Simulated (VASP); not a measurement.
# Ru (P6_3/mmc) in VASP: settings compared

The runs below take Ru through single point, relaxation of cell and atoms, with RPBE, revPBE, PBE.

Everything below comes from runs of VASP 6.6.1. Logs are shortened: lines on timing, memory, paths and dates and some standing lists are left out, and cuts for length are marked.

### Step 1. The cell of the first run

The structure is hexagonal, space group P6_3/mmc (No. 194). Conventional cell: a = 2.732 Å, b = 2.732 Å, c = 4.319 Å, α = 90.00°, β = 90.00°, γ = 120.00°. Ru (site symmetry -6m2) has 12 Ru at 2.67 to 2.73 Å within 3.5 Å.

### Step 2. Single point, RPBE

File INCAR:

```
  PREC = Accurate
  ENCUT = 520
  EDIFF = 1E-6
  ISMEAR = -1
  SIGMA = 0.05
  LREAL = False
  LASPH = True
  NELM = 80
  ALGO = Normal
  ISIF = 2
  LWAVE = False
  LCHARG = False
  GGA = RP
  NBANDS = 21
```

File KPOINTS:

```
regular mesh
0
Gamma
  11 11 6
```

File POSCAR:

```
Ru
1.0
    2.7323864227      0.0000000000      0.0000000000
   -1.3661932113      2.3663160550      0.0000000000
    0.0000000000      0.0000000000      4.3187503252
Ru
2
Direct
    0.6666666667      0.3333333333      0.7500000000
    0.3333333333      0.6666666667      0.2500000000
```

Potentials or basis: VASP PAW PBE potentials, release 64 (Ru_pv).

Command:

```bash
$ cat potpaw_PBE.64/Ru_pv/POTCAR > POTCAR
$ mpirun -np 1 vasp_std > vasp.out
```

OUTCAR:

```text
PREC = Accurate
   ENCUT = 520
   EDIFF = 1E-6
   ISMEAR = -1
   LREAL = False
   LASPH = True
   NELM = 80
   ISIF = 2
   GGA = RP

 ion  position               nearest neighbor table
   1  0.667  0.333  0.750-   2 2.67   2 2.67   2 2.67   2 2.67   2 2.67   2 2.67
   2  0.333  0.667  0.250-   1 2.67   1 2.67   1 2.67   1 2.67   1 2.67   1 2.67

  LATTYP: Found a hexagonal cell.
 ALAT       =     2.7323864227
 C/A-ratio  =     1.5805781676

  Lattice vectors:

 A1 = (   2.7323864227,   0.0000000000,   0.0000000000)
 A2 = (  -1.3661932113,   2.3663160550,   0.0000000000)
 A3 = (   0.0000000000,   0.0000000000,   4.3187503252)

Analysis of symmetry for initial positions (statically):
=====================================================================
 Subroutine PRICEL returns:
 Original cell was already a primitive cell.

 Routine SETGRP: Setting up the symmetry group for a
 hexagonal supercell.

 Subroutine GETGRP returns: Found 24 space group operations
 (whereof 12 operations were pure point group operations)
 out of a pool of 24 trial point group operations.

The static configuration has the point symmetry D_3d.
 The point group associated with its full space group is D_6h.

Analysis of symmetry for dynamics (positions and initial velocities):
=====================================================================
 Subroutine PRICEL returns:
 Original cell was already a primitive cell.

 Routine SETGRP: Setting up the symmetry group for a
 hexagonal supercell.

 Subroutine GETGRP returns: Found 24 space group operations
 (whereof 12 operations were pure point group operations)
 out of a pool of 24 trial point group operations.

The dynamic configuration has the point symmetry D_3d.
 The point group associated with its full space group is D_6h.

 Subroutine INISYM returns: Found 24 space group operations
 (whereof 12 operations are pure point group operations),
 and found     1 'primitive' translations

----------------------------------------------------------------------------------------

                                     Primitive cell

  volume of cell :      27.9237

  direct lattice vectors                    reciprocal lattice vectors
     2.732386423  0.000000000  0.000000000     0.365980445  0.211298909  0.000000000
    -1.366193211  2.366316055  0.000000000     0.000000000  0.422597817  0.000000000
     0.000000000  0.000000000  4.318750325     0.000000000  0.000000000  0.231548463

  length of vectors
     2.732386423  2.732386423  4.318750325     0.422597817  0.422597817  0.231548463

  position of ions in fractional coordinates (direct lattice)
     0.666666667  0.333333333  0.750000000
     0.333333333  0.666666667  0.250000000

  ion indices of the primitive-cell ions
   primitive index   ion index
                 1           1
                 2           2

----------------------------------------------------------------------------------------

 KPOINTS: regular mesh

Automatic generation of k-mesh.
 Grid dimensions read from file:
 generate k-points for:   11   11    6

 Generating k-lattice:

  Cartesian coordinates                     Fractional coordinates (reciprocal lattice)
     0.033270950  0.019208992  0.000000000     0.090909091  0.000000000  0.000000000
     0.000000000  0.038417983  0.000000000     0.000000000  0.090909091  0.000000000
     0.000000000  0.000000000  0.038591411     0.000000000  0.000000000  0.166666667

  Length of vectors
     0.038417983  0.038417983  0.038591411

  Shift w.r.t. Gamma in fractional coordinates (k-lattice)
     0.000000000  0.000000000  0.000000000

 Subroutine IBZKPT returns following result:
 ===========================================

 Found     64 irreducible k-points:

 Following reciprocal coordinates:
            Coordinates               Weight
  0.000000  0.000000  0.000000      1.000000
  0.090909 -0.000000  0.000000      6.000000
  0.181818  0.000000  0.000000      6.000000
  0.272727 -0.000000  0.000000      6.000000
  0.363636 -0.000000  0.000000      6.000000
  0.454545 -0.000000  0.000000      6.000000
[... 16 lines left out ...]
  0.090909  0.090909  0.166667     12.000000
  0.181818  0.090909  0.166667     24.000000
 [... further k-points ...]
   k-points           NKPTS =     64   k-points in BZ     NKDIM =     64   number of bands    NBANDS=     21
   number of dos      NEDOS =    301   number of ions     NIONS =      2
   total plane-waves  NPLWV =  12800
   dimension x,y,z NGX =    20 NGY =   20 NGZ =   32
   dimension x,y,z NGXF=    40 NGYF=   40 NGZF=   64
   ions per type =               2
   NGX,Y,Z   is equivalent  to a cutoff of  12.17, 12.17, 12.32 a.u.
   NGXF,Y,Z  is equivalent  to a cutoff of  24.34, 24.34, 24.64 a.u.
 SYSTEM =  unknown system
   PREC   = accura    normal or accurate (medium, high low for compatibility)
   ISTART =      0    job   : 0-new  1-cont  2-samecut
   ICHARG =      2    charge: 1-file 2-atom 10-const
[... 70 lines left out ...]
     21      22.9629      0.00000

 k-point     2 :       0.0909   -0.0000    0.0000
  band No.  band energies     occupation
      1     -31.1128      2.00000
      2     -30.3427      2.00000
      3     -30.3073      2.00000
      4     -30.1883      2.00000
      5     -30.1400      2.00000
      6     -30.1064      2.00000
[... 13 lines left out ...]
     20      22.9614      0.00000
     21      22.9629      0.00000

 k-point     3 :       0.1818    0.0000    0.0000
  band No.  band energies     occupation
      1     -31.0402      2.00000
      2     -30.4863      2.00000
      3     -30.3542      2.00000
      4     -30.3346      2.00000
      5     -30.1613      2.00000
      6     -30.1426      2.00000
[... 13 lines left out ...]
     20      22.9614      0.00000
     21      22.9625      0.00000

 k-point     4 :       0.2727   -0.0000    0.0000
  band No.  band energies     occupation
      1     -30.9329      2.00000
      2     -30.6745      2.00000
      3     -30.5193      2.00000
      4     -30.4129      2.00000
      5     -30.2021      2.00000
      6     -30.1914      2.00000
[... 13 lines left out ...]
     20      22.9614      0.00000
     21      22.9621      0.00000

 k-point     5 :       0.3636   -0.0000    0.0000
  band No.  band energies     occupation
      1     -30.8474      2.00000
      2     -30.8118      2.00000
      3     -30.6827      2.00000
      4     -30.4649      2.00000
      5     -30.2791      2.00000
      6     -30.2205      2.00000
[... 13 lines left out ...]
     20      22.9565      0.00000
     21      23.0686      0.00000

 k-point     6 :       0.4545   -0.0000    0.0000
  band No.  band energies     occupation
      1     -30.9499      2.00000
      2     -30.7773      2.00000
      3     -30.7157      2.00000
      4     -30.4951      2.00000
      5     -30.3488      2.00000
      6     -30.2382      2.00000
[... 13 lines left out ...]
     20      22.9613      0.00000
     21      23.1447      0.00000

 k-point     7 :       0.0909    0.0909    0.0000
  band No.  band energies     occupation
      1     -31.0637      2.00000
      2     -30.4297      2.00000
      3     -30.3667      2.00000
      4     -30.2658      2.00000
      5     -30.1626      2.00000
      6     -30.1305      2.00000
[... 13 lines left out ...]
     20      22.9613      0.00000
     21      22.9626      0.00000
[... 291 lines left out ...]
      1     -30.9305      2.00000
      2     -30.6304      2.00000
      3     -30.5581      2.00000
      4     -30.3982      2.00000
      5     -30.2107      2.00000
      6     -30.2065      2.00000
[... 13 lines left out ...]
     20      22.9614      0.00000
     21      23.9211      0.00000

 k-point    21 :       0.3636   -0.0000    0.1667
  band No.  band energies     occupation
      1     -30.9394      2.00000
      2     -30.7530      2.00000
      3     -30.6559      2.00000
      4     -30.4488      2.00000
      5     -30.2710      2.00000
      6     -30.2371      2.00000
[... 13 lines left out ...]
     20      22.9613      0.00000
     21      23.2238      0.00000

 k-point    22 :       0.4545   -0.0000    0.1667
  band No.  band energies     occupation
      1     -31.0033      2.00000
      2     -30.8367      2.00000
      3     -30.6229      2.00000
      4     -30.4782      2.00000
      5     -30.3256      2.00000
      6     -30.2557      2.00000
[... 13 lines left out ...]
     20      22.9612      0.00000
     21      22.9630      0.00000

 k-point    23 :       0.0909    0.0909    0.1667
  band No.  band energies     occupation
      1     -31.0122      2.00000
      2     -30.4113      2.00000
      3     -30.3701      2.00000
      4     -30.3010      2.00000
      5     -30.1750      2.00000
      6     -30.1542      2.00000
[... 13 lines left out ...]
     20      22.9613      0.00000
     21      23.7301      0.00000

 k-point    24 :       0.1818    0.0909    0.1667
  band No.  band energies     occupation
      1     -30.9488      2.00000
      2     -30.5549      2.00000
      3     -30.5111      2.00000
      4     -30.3721      2.00000
      5     -30.2161      2.00000
      6     -30.1859      2.00000
[... 13 lines left out ...]
     20      22.9613      0.00000
     21      23.8802      0.00000

 [... further k-points ...]
[... 5 lines left out ...]
  --------------------------------------------------------------------------------------
  -------------------------------------------------------------------------------------
  Total        0.0093434      0.0093434      0.0187806      0.0000000      0.0000000      0.0000000
  in kB        0.5360946      0.5360946      1.0775740      0.0000000      0.0000000      0.0000000
  external PRESSURE =       0.7165878 kB  Pullay stress =       0.0000000 kB

 VOLUME and BASIS-vectors are now :
 -----------------------------------------------------------------------------
  energy-cutoff  :      520.00
  volume of cell :       27.92
      direct lattice vectors                 reciprocal lattice vectors
     2.732386423  0.000000000  0.000000000     0.365980445  0.211298909  0.000000000
    -1.366193211  2.366316055  0.000000000     0.000000000  0.422597817  0.000000000
     0.000000000  0.000000000  4.318750325     0.000000000  0.000000000  0.231548463

 POSITION                                       TOTAL-FORCE (eV/Angst)
 -----------------------------------------------------------------------------------
      1.36619      0.78877      3.23906        -0.000000     -0.000000      0.000000
     -0.00000      1.57754      1.07969         0.000000      0.000000      0.000000
 -----------------------------------------------------------------------------------
    total drift:                               -0.000000      0.000000     -0.000000

  FREE ENERGIE OF THE ION-ELECTRON SYSTEM (eV)
  ---------------------------------------------------
  free  energy   TOTEN  =       -17.1725037005 eV

  energy  without entropy=      -17.1550205349  energy(sigma->0) =      -17.16376212
```

It took 26 s on 1 thread of Intel Xeon Platinum 8259CL at 2.50GHz (Skylake/Cascade Lake), shared host; peak memory 0.15 GiB.

What came out:

* Free energy: -17.1725 eV
* Pressure: 0.1 GPa
* Band gap on the k mesh: zero (band 14 reaches 13.83 eV, above the bottom of band 15 at 10.90 eV)

Caveat: the PAW data sets were made with another functional, which shifts forces and pressure a little.

### Step 3. Relaxation of cell and atoms, revPBE

This run uses another cell than the first one, of 13.57 Å³/atom, 0.972 times its volume.

File INCAR:

```
PREC = Accurate ; ENCUT = 600
EDIFF = 1E-6 ; ISMEAR = -1
SIGMA = 0.05 ; LREAL = F
LASPH = T ; NELM = 80
ALGO = Normal ; ISIF = 3
LWAVE = F ; LCHARG = F
GGA = RE ; IBRION = 2
NSW = 80 ; EDIFFG = -0.02
```

KPOINTS is that of step 2.

File POSCAR:

```
Ru
1.0
    2.7058000000      0.0000000000      0.0000000000
   -1.3529000000      2.3432915376      0.0000000000
    0.0000000000      0.0000000000      4.2819000000
Ru
2
Direct
    0.6666666667      0.3333333333      0.7500000000
    0.3333333333      0.6666666667      0.2500000000
```

Potentials or basis: VASP PAW PBE potentials, release 64 (Ru_pv).

Command:

```bash
$ cat potpaw_PBE.64/Ru_pv/POTCAR > POTCAR
$ mpirun -np 1 vasp_std > vasp.out
```

Wall time 1.7 min (1 thread of Intel Xeon Platinum 8259CL at 2.50GHz (Skylake/Cascade Lake), shared host); peak memory 0.18 GiB.

The run converged. Its results:

```
Free energy                            : -17.4465 eV
Relaxed volume                         : 13.90 Å³/atom
Relaxed cell                           : a = 2.729 Å, b = 2.729 Å, c = 4.312 Å, α = 90.00°, β = 90.00°, γ = 120.00°
Space group after relaxing (to 0.05 Å) : P6_3/mmc (No. 194)
Energy gained by relaxing              : 7.7 meV/atom
Ionic steps                            : 6
Pressure after relaxing                : 0.1 GPa
Band gap on the k mesh                 : zero (band 14 reaches 13.89 eV, above the bottom of band 15 at 10.94 eV)
```

Stress tensor (GPa, compression positive):
```
0.05 0.00 0.00
0.00 0.05 0.00
0.00 0.00 0.19
```

Step by step:
```csv
step,energy change (eV),largest force (eV/Å),pressure (GPa),volume (Å³)
1,0.0000,0.0000,7.68,27.15
2,0.1003,0.0000,-17.46,29.79
3,-0.0153,0.0000,-0.14,27.83
4,-0.0153,0.0000,-0.04,27.81
5,-0.0153,0.0000,0.10,27.80
6,-0.0153,0.0000,0.09,27.80
```

Final structure:
```cif
data_structure
_symmetry_space_group_name_H-M 'P 1'
_symmetry_Int_Tables_number 1
_cell_length_a 2.7286
_cell_length_b 2.7286
_cell_length_c 4.3117
_cell_angle_alpha 90.000
_cell_angle_beta 90.000
_cell_angle_gamma 120.000
_cell_volume 27.80
loop_
_atom_site_label
_atom_site_type_symbol
_atom_site_fract_x
_atom_site_fract_y
_atom_site_fract_z
_atom_site_occupancy
Ru1 Ru 0.66667 0.33333 0.75000 1
Ru2 Ru 0.33333 0.66667 0.25000 1
```

Levels at points of the mesh, in eV from the Fermi level:
```csv
k point,band 11,band 12,band 13,band 14,band 15,band 16,band 17,band 18
"(0.00, 0.00, 0.00)",-2.25,-1.78,-1.78,-1.29,-1.29,1.20,1.20,1.36
"(0.00, 0.00, 0.50)",-2.60,-2.60,-2.56,-2.56,0.58,0.58,0.58,0.58
```

Caveat: the PAW data sets were made with another functional, which shifts forces and pressure a little.

### Step 4. Relaxation of cell and atoms, RPBE

This run uses another cell than the first one, of 13.57 Å³/atom, 0.972 times its volume.

File INCAR:

```
SYSTEM = Ru
PREC = Accurate
ENCUT = 600
EDIFF = 1E-6
ISMEAR = -1
SIGMA = 0.05
LREAL = .FALSE.
LASPH = .TRUE.
NELM = 100
ALGO = Normal
ISIF = 3
LWAVE = .FALSE.
LCHARG = .FALSE.
GGA = RP
IBRION = 2
NSW = 80
EDIFFG = -0.01
```

File KPOINTS:

```
regular mesh
0
G
  11 11 6
  0 0 0
```

POSCAR is that of step 3.

Command:

```bash
$ cat potpaw_PBE.64/Ru_pv/POTCAR > POTCAR
$ mpirun -np 1 vasp_std > vasp.out
```

Wall time 1.7 min (1 thread of Intel Xeon Platinum 8259CL at 2.50GHz (Skylake/Cascade Lake), shared host); peak memory 0.18 GiB.

The run converged. Its results:

| Item | Value |
| --- | --- |
| Free energy | -17.1723 eV |
| Relaxed volume | 13.96 Å³/atom |
| Relaxed cell | a = 2.732 Å, b = 2.732 Å, c = 4.319 Å, α = 90.00°, β = 90.00°, γ = 120.00° |
| Space group after relaxing (to 0.05 Å) | P6_3/mmc (No. 194) |
| Energy gained by relaxing | 10.5 meV/atom |
| Ionic steps | 6 |
| Pressure after relaxing | 0.0 GPa |
| Band gap on the k mesh | zero (band 14 reaches 13.82 eV, above the bottom of band 15 at 10.90 eV) |

Step by step:
| step | energy change (eV) | largest force (eV/Å) | pressure (GPa) | volume (Å³) |
| --- | --- | --- | --- | --- |
| 1 | 0.0000 | 0.0000 | 8.95 | 27.15 |
| 2 | 0.1309 | 0.0000 | -19.36 | 30.24 |
| 3 | -0.0209 | 0.0000 | -0.26 | 27.95 |
| 4 | -0.0209 | 0.0000 | 0.00 | 27.92 |
| 5 | -0.0209 | 0.0000 | -0.03 | 27.93 |
| 6 | -0.0209 | 0.0000 | -0.02 | 27.92 |

Final structure:
```xyz
2
Lattice="2.7323 0.0000 0.0000 -1.3661 2.3662 0.0000 0.0000 0.0000 4.3192" Properties=species:S:1:pos:R:3 pbc="T T T"
Ru    1.3661    0.7887    3.2394
Ru    0.0000    1.5775    1.0798
```

Levels at points of the mesh, in eV from the Fermi level:
| k point | band 11 | band 12 | band 13 | band 14 | band 15 | band 16 | band 17 | band 18 |
| --- | --- | --- | --- | --- | --- | --- | --- | --- |
| (0.00, 0.00, 0.00) | -2.24 | -1.77 | -1.77 | -1.28 | -1.28 | 1.19 | 1.19 | 1.35 |
| (0.00, 0.00, 0.50) | -2.58 | -2.58 | -2.54 | -2.54 | 0.58 | 0.58 | 0.58 | 0.58 |

Caveat: the PAW data sets were made with another functional, which shifts forces and pressure a little. Zero-point motion and thermal expansion aren't in these numbers.

### Step 5. Single point, PBE

This run uses another cell than the first one, of 13.57 Å³/atom, 0.972 times its volume.

File INCAR:

```
SYSTEM = Ru
PREC     = Accurate       ! precision mode
ENCUT    = 520            ! plane-wave cutoff, eV
EDIFF    = 1E-6           ! SCF threshold, eV
ISMEAR   = -1             ! smearing method
SIGMA    = 0.04           ! smearing width, eV
LREAL    = .False.        ! projectors in reciprocal space
LASPH    = .True.         ! aspherical terms in the spheres
NELM     = 100            ! most SCF steps
ALGO     = Normal         ! electronic algorithm
ISIF     = 2              ! what is computed and relaxed
LWAVE    = .False.        ! write WAVECAR
LCHARG   = .True.         ! write CHGCAR
GGA      = PE             ! functional
LELF     = .True.         ! ELF
LVHAR    = .True.       
NBANDS   = 21             ! bands
```

File KPOINTS:

```
regular mesh
0
Gamma
  6 6 3
  0 0 0
```

POSCAR is that of step 4.

Command:

```bash
$ cat potpaw_PBE.64/Ru_pv/POTCAR > POTCAR
$ mpirun -np 1 vasp_std > vasp.out
```

Run time: 4 s. Hardware: 1 thread of Intel Xeon 6975P-C (Granite Rapids), shared host; peak memory 0.13 GiB.

It converged, with:

| Item | Value |
| --- | --- |
| Free energy | -18.3875 eV |
| Pressure | 5.2 GPa |
| Band gap on the k mesh | zero (band 14 reaches 14.43 eV, above the bottom of band 15 at 11.45 eV) |

Stress tensor (GPa, compression positive):
```
7.02 0.00 0.00
0.00 7.02 0.00
0.00 0.00 1.55
```

Levels at points of the mesh, in eV from the Fermi level:
```
           k point  band 11  band 12  band 13  band 14  band 15  band 16  band 17  band 18
(0.00, 0.00, 0.00)    -2.38    -1.88    -1.88    -1.34    -1.34     1.23     1.23     1.35
(0.50, 0.00, 0.00)    -2.03    -1.75    -1.48     1.46     1.88     1.96     4.10     6.17
```

Caveat: the k points lie up to 0.49 Å⁻¹ apart.

### Step 6. Overview

```tsv
task	level	cell	k mesh	cutoff (eV)	smearing	gap on the mesh (eV)	pressure (GPa)	relaxed volume (Å³/atom)
single point	RPBE	a = 2.732, b = 2.732, c = 4.319 Å, angles 90.0, 90.0, 120.0°, 2 atoms	11 × 11 × 6	520	fermi-dirac 0.05 eV	none	0.1	-
relaxation of cell and atoms	revPBE	relaxed from a = 2.706, b = 2.706, c = 4.282 Å, angles 90.0, 90.0, 120.0°, 2 atoms	11 × 11 × 6	600	fermi-dirac 0.05 eV	none	0.1	13.90
relaxation of cell and atoms	RPBE	relaxed from a = 2.706, b = 2.706, c = 4.282 Å, angles 90.0, 90.0, 120.0°, 2 atoms	11 × 11 × 6	600	fermi-dirac 0.05 eV	none	0.0	13.96
single point	PBE	a = 2.706, b = 2.706, c = 4.282 Å, angles 90.0, 90.0, 120.0°, 2 atoms	6 × 6 × 3	520	fermi-dirac 0.04 eV	none	5.2	-
```

Alike in all rows: potentials or basis VASP PAW PBE potentials, release 64 (Ru_pv); no spin polarisation.

Caveats: some runs use coarse meshes; the PAW data sets were made with another functional, which shifts forces and pressure a little (some runs).

Absolute energies hang on the potentials; compare differences alone.
